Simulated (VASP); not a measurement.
# YI (P-3m1) in VASP: further runs, part 2 of 2

VASP 6.6.1. Earlier steps stand in the parts before.

### Step 5. Single point, LDA (volume scaled by 1.2)

The input, INCAR:

```
ALGO     = Normal         # electronic algorithm
EDIFF    = 1E-6           # SCF threshold, eV
ENCUT    = 520            # plane-wave cutoff, eV
ISIF     = 2              # what is computed and relaxed
ISMEAR   = -1             # smearing method
LASPH    = True           # aspherical terms in the spheres
LCHARG   = False          # write CHGCAR
LREAL    = False          # projectors in reciprocal space
LWAVE    = False          # write WAVECAR
NBANDS   = 26             # bands
NELM     = 60             # most SCF steps
PREC     = Accurate       # precision mode
SIGMA    = 0.05           # smearing width, eV
```

The input, KPOINTS:

```
k-points
0
Gamma
  7 7 3
```

The input, POSCAR:

```
YI
1.0
    4.2038492193      0.0000000000      0.0000000000
   -2.1019246096      3.6406402176      0.0000000000
    0.0000000000      0.0000000000     11.7737001134
Y I
2 2
Direct
    0.6666666667      0.3333333333      0.6267270000
    0.3333333333      0.6666666667      0.3732730000
    0.3333333333      0.6666666667      0.8199750000
    0.6666666667      0.3333333333      0.1800250000
```

Potentials or basis: VASP PAW LDA potentials, release 64 (Y_sv, I).

The run is started by

```bash
> cat potpaw_LDA.64/Y_sv/POTCAR potpaw_LDA.64/I/POTCAR > POTCAR
> mpirun -np 1 vasp_std > vasp.out
```

OUTCAR:

```text
EDIFF = 1E-6
   ENCUT = 520
   ISIF = 2
   ISMEAR = -1
   LASPH = True
   LREAL = False
   NELM = 60
   PREC = Accurate

 ion  position               nearest neighbor table
   1  0.667  0.333  0.627-   3 3.33   3 3.33   3 3.33   2 3.85   2 3.85   2 3.85
   2  0.333  0.667  0.373-   4 3.33   4 3.33   4 3.33   1 3.85   1 3.85   1 3.85
   3  0.333  0.667  0.820-   1 3.33   1 3.33   1 3.33
   4  0.667  0.333  0.180-   2 3.33   2 3.33   2 3.33

  LATTYP: Found a hexagonal cell.
 ALAT       =     4.2038492193
 C/A-ratio  =     2.8006951485

  Lattice vectors:

 A1 = (   4.2038492193,   0.0000000000,   0.0000000000)
 A2 = (  -2.1019246096,   3.6406402176,   0.0000000000)
 A3 = (   0.0000000000,   0.0000000000,  11.7737001134)

Analysis of symmetry for initial positions (statically):
=====================================================================
 Subroutine PRICEL returns:
 Original cell was already a primitive cell.

 Routine SETGRP: Setting up the symmetry group for a
 hexagonal supercell.

 Subroutine GETGRP returns: Found 12 space group operations
 (whereof 12 operations were pure point group operations)
 out of a pool of 24 trial point group operations.

The static configuration has the point symmetry D_3d.

Analysis of symmetry for dynamics (positions and initial velocities):
=====================================================================
 Subroutine PRICEL returns:
 Original cell was already a primitive cell.

 Routine SETGRP: Setting up the symmetry group for a
 hexagonal supercell.

 Subroutine GETGRP returns: Found 12 space group operations
 (whereof 12 operations were pure point group operations)
 out of a pool of 24 trial point group operations.

The dynamic configuration has the point symmetry D_3d.

 Subroutine INISYM returns: Found 12 space group operations
 (whereof 12 operations are pure point group operations),
 and found     1 'primitive' translations

[... 112 lines left out ...]
     AMIX     =   0.40;   BMIX     =  1.00
     AMIX_MAG =   1.60;   BMIX_MAG =  1.00
  volume/ion in A,a.u.               =      45.05       304.00
  Fermi-wavevector in a.u.,A,eV,Ry     =   0.957039  1.808542 12.461902  0.915924
  Thomas-Fermi vector in A             =   2.086021
   LORBIT       =      0    0 simple, 1 ext, 2 COOP (PROOUT), +10 PAW based schemes
   GGA     = CA    functional components
   LHFCALC =     F    Hartree Fock is set to
   AEXX    =    0.0000 exact exchange contribution
   IVDW    =     0    specifies the selected vdW correction
   LEPSILON=     F    determine dielectric tensor
   LRPA    =     F    only Hartree local field effects (RPA)
 non-spin polarized calculation
  energy-cutoff  :      520.00
  volume of cell :      180.19
 maximum number of plane-waves:      4871
 NGX is ok and might be reduce to    32
   NGX = 15   NGY = 15   NGZ = 43

 number of electron      36.0000000 magnetization

 Free energy of the ion-electron system (eV)
  ---------------------------------------------------
  ext. energy  EPLUGINS =         0.00000000
  ---------------------------------------------------
  free energy    TOTEN  =       -20.32307117 eV

  energy without entropy =      -20.25705065  energy(sigma->0) =      -20.29006091

 E-fermi :   2.3476     XC(G=0):  -8.1748

 val. band max:        2.3349308093   @ k =   0.2857   0.2857   0.3333
 cond. band min:       2.3508453995   @ k =   0.2857  -0.0000   0.3333
 fundamental gap:      0.0159145902
 Fermi energy:         2.3476068870

 k-point     1 :       0.0000    0.0000    0.0000
  band No.  band energies     occupation
      1     -41.1750      2.00000
      2     -41.1631      2.00000
      3     -21.2310      2.00000
      4     -21.1986      2.00000
      5     -21.1986      2.00000
      6     -21.1741      2.00000
[... 569 lines left out ...]
     25       5.1980      0.00000
     26       5.3816      0.00000

------------------------ aborting loop because EDIFF is reached ----------------------------------------

  FORCE on cell =-STRESS in cart. coord.  units (eV):
  Direction    XX          YY          ZZ          XY          YZ          ZX
  --------------------------------------------------------------------------------------
  -------------------------------------------------------------------------------------
  Total       -7.0092343     -7.0092343     -7.8960648     -0.0000000      0.0000000     -0.0000000
  in kB      -62.3222746    -62.3222746    -70.2074859     -0.0000000      0.0000000     -0.0000000
  external PRESSURE =     -64.9506784 kB  Pullay stress =       0.0000000 kB

 VOLUME and BASIS-vectors are now :
 -----------------------------------------------------------------------------
  energy-cutoff  :      520.00
  volume of cell :      180.19
      direct lattice vectors                 reciprocal lattice vectors
     4.203849219  0.000000000  0.000000000     0.237877228  0.137338482  0.000000000
    -2.101924610  3.640640218  0.000000000     0.000000000  0.274676963  0.000000000
     0.000000000  0.000000000 11.773700113     0.000000000  0.000000000  0.084935066

 POSITION                                       TOTAL-FORCE (eV/Angst)
 -----------------------------------------------------------------------------------
      2.10192      1.21355      7.37890        -0.000000      0.000000      0.457291
     -0.00000      2.42709      4.39480        -0.000000     -0.000000     -0.457291
     -0.00000      2.42709      9.65414        -0.000000      0.000000     -1.113806
      2.10192      1.21355      2.11956         0.000000      0.000000      1.113806
 -----------------------------------------------------------------------------------
    total drift:                                0.000000     -0.000000     -0.000000

  FREE ENERGIE OF THE ION-ELECTRON SYSTEM (eV)
  ---------------------------------------------------
  free  energy   TOTEN  =       -20.3230711700 eV

  energy  without entropy=      -20.2570506459  energy(sigma->0) =      -20.29006091
```

OSZICAR:

```text
N       E                     dE             d eps       ncg     rms          rms(c)
DAV:   1     0.199532891219E+03    0.19953E+03   -0.15931E+04  1048   0.119E+03
DAV:   2    -0.830296439935E+00   -0.20036E+03   -0.19416E+03  1236   0.270E+02
DAV:   3    -0.198736807692E+02   -0.19043E+02   -0.18843E+02  1662   0.598E+01
DAV:   4    -0.214312259799E+02   -0.15575E+01   -0.15516E+01  1724   0.159E+01
DAV:   5    -0.214699167070E+02   -0.38691E-01   -0.38674E-01  1544   0.256E+00    0.265E+01
DAV:   6    -0.205415580117E+02    0.92836E+00   -0.12321E+00  1448   0.481E+00    0.176E+01
DAV:   7    -0.203898212734E+02    0.15174E+00   -0.20536E+00  1396   0.561E+00    0.239E+00
DAV:   8    -0.203256112070E+02    0.64210E-01   -0.49162E-01  1340   0.321E+00    0.864E-01
DAV:   9    -0.203234450467E+02    0.21662E-02   -0.28795E-02  1408   0.779E-01    0.458E-01
DAV:  10    -0.203231740828E+02    0.27096E-03   -0.30478E-03  1546   0.235E-01    0.190E-01
DAV:  11    -0.203230834359E+02    0.90647E-04   -0.32022E-04  1456   0.109E-01    0.588E-02
DAV:  12    -0.203230729519E+02    0.10484E-04   -0.53217E-05  1678   0.310E-02    0.406E-02
DAV:  13    -0.203230705566E+02    0.23953E-05   -0.12049E-05  1232   0.156E-02    0.945E-03
DAV:  14    -0.203230711700E+02   -0.61338E-06   -0.40869E-06  1318   0.741E-03
   1 F= -.20323071E+02 E0= -.20290061E+02  d E =-.660205E-01
```

Run time: 38 s. Hardware: 1 thread of Intel Xeon 6975P-C (Granite Rapids), shared host; peak memory 0.28 GiB.

What came out:

* Free energy: -20.3231 eV
* Pressure: -6.5 GPa
* Largest force: 1.114 eV/Å
* Band gap on the k mesh: zero (band 18 reaches 2.43 eV, above the bottom of band 19 at 2.17 eV)

Forces on the atoms (eV/Å):
```
Y    0.000  0.000  0.457
Y    0.000  0.000 -0.457
I    0.000  0.000 -1.114
I    0.000  0.000  1.114
```

Stress tensor (GPa, compression positive):
```
-6.23  0.00  0.00
 0.00 -6.23  0.00
 0.00  0.00 -7.02
```

Levels at points of the mesh, in eV from the Fermi level:
| k point | band 15 | band 16 | band 17 | band 18 | band 19 | band 20 | band 21 | band 22 |
| --- | --- | --- | --- | --- | --- | --- | --- | --- |
| (0.00, 0.00, 0.00) | -2.00 | -2.00 | -1.94 | -0.22 | 1.13 | 1.13 | 1.28 | 1.34 |

Caveat: spin-orbit coupling is left out, which moves the levels of the heavy elements; forces of over 1 eV/Å act on the atoms, so gaps and moduli don't describe the material at rest.

### Step 6. Overview

| cell | gap on the mesh (eV) | pressure (GPa) | largest force (eV/Å) |
| --- | --- | --- | --- |
| a = 3.956, b = 3.956, c = 11.079 Å, angles 90.0, 90.0, 120.0°, 4 atoms | none | -3.2 | 0.37 |
| a = 4.034, b = 4.034, c = 11.297 Å, angles 90.0, 90.0, 120.0°, 4 atoms | none | -4.6 | 0.66 |
| a = 4.108, b = 4.108, c = 11.506 Å, angles 90.0, 90.0, 120.0°, 4 atoms | none | -5.6 | 0.88 |
| a = 4.204, b = 4.204, c = 11.774 Å, angles 90.0, 90.0, 120.0°, 4 atoms | none | -6.5 | 1.11 |

Alike in all rows: task single point; level LDA; potentials or basis VASP PAW LDA potentials, release 64 (Y_sv, I); no spin polarisation; k mesh 7 × 7 × 3; cutoff (eV) 520; smearing fermi-dirac 0.05 eV.

Caveats: spin-orbit coupling is left out, which moves the levels of the heavy elements; forces of over 1 eV/Å act on the atoms, so gaps and moduli don't describe the material at rest (some runs).

Absolute energies hang on the potentials; compare differences alone.
